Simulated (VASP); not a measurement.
Wanted: the native input for a VASP 6.6.1 run.

```yaml
Task: single point
Functional: PBE
Potentials_or_basis: VASP PAW PBE potentials, release 64 (Mg, Cu, Ge_d)
Cutoff: 520 eV
k_mesh: 7 × 7 × 5
Occupations: fermi-dirac, width 0.15 eV
Spin: no spin polarisation
Dipole_correction: no
Further_INCAR_settings: ALGO = Normal; EDIFF = 1e-06; NBANDS = 36
```

The structure of MgCuGe lies in POSCAR:

```
MgCuGe
1.0
    4.0053020000      0.0000000000      0.0000000000
    0.0000000000      4.0053020000      0.0000000000
    0.0000000000      0.0000000000      6.3947530000
Mg Cu Ge
2 2 2
Direct
    0.0000000000      0.0000000000      0.0000000000
    0.5000000000      0.5000000000      0.0000000000
    0.0000000000      0.5000000000      0.2980420000
    0.5000000000      0.0000000000      0.7019580000
    0.0000000000      0.5000000000      0.6779820000
    0.5000000000      0.0000000000      0.3220180000
```

The input as run:

INCAR

```
PREC = Accurate
ENCUT = 520
EDIFF = 1E-6
ISMEAR = -1
SIGMA = 0.15
LREAL = False
LASPH = True
NELM = 80
ALGO = Normal
ISIF = 2
LWAVE = False
LCHARG = False
GGA = PE
NBANDS = 36
```

KPOINTS

```
Automatic mesh
0
Gamma
  7 7 5
```

Potentials or basis: VASP PAW PBE potentials, release 64 (Mg, Cu, Ge_d).

Launch:

```sh
$ cat potpaw_PBE.64/Mg/POTCAR potpaw_PBE.64/Cu/POTCAR potpaw_PBE.64/Ge_d/POTCAR > POTCAR
$ mpirun -np 1 vasp_std > vasp.out
```

Results of the run:

- Pressure: 0.6 GPa
- Largest force: 0.083 eV/Å
- Band gap on the k mesh: zero (band 27 reaches 6.62 eV, above the bottom of band 28 at 3.84 eV)

It took 2.3 min on 1 thread of Intel Xeon 6975P-C (shared host), peak memory 0.26 GiB.
